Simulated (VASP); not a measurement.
GaN (rocksalt type), 2 atoms in the cell. Symmetry: Fm-3m, No. 225, cubic system. Conventional cell: a = 3.915 Å, b = 3.915 Å, c = 3.915 Å, α = 90.00°, β = 90.00°, γ = 90.00°. Within 2.6 Å of Ga (site symmetry m-3m) lie 6 N at 1.96 Å. Within 2.6 Å of N (site symmetry m-3m) lie 6 Ga at 1.96 Å. 

| Quantity | Value |
| --- | --- |
| Program | VASP 6.6.1 |
| Task | single point |
| Functional | r2SCAN |
| Potentials or basis | VASP PAW PBE potentials, release 64 (Ga_d, N) |
| Cutoff | 520 eV |
| k mesh | 15 × 15 × 15 |
| Occupations | fermi-dirac, width 0.1 eV |
| Spin | no spin polarisation |
| Dipole correction | no |
| Further INCAR settings | ALGO = Normal; EDIFF = 1e-06; NBANDS = 16 |

Potentials or basis: VASP PAW PBE potentials, release 64 (Ga_d, N).

Command:

```sh
$ cat potpaw_PBE.64/Ga_d/POTCAR potpaw_PBE.64/N/POTCAR > POTCAR
$ cp INCAR.step1 INCAR
$ mpirun -np 1 vasp_std > vasp.out
$ cp INCAR.step2 INCAR
$ mpirun -np 1 vasp_std > vasp.out
```

Hardware: 1 thread of Intel Xeon 8259CL, on a shared host.

Problem. Estimate the wall time of this run.

Solution. It took 3 min on 1 thread of Intel Xeon 8259CL, on a shared host, peak memory 0.17 GiB. Counts: k points 120.
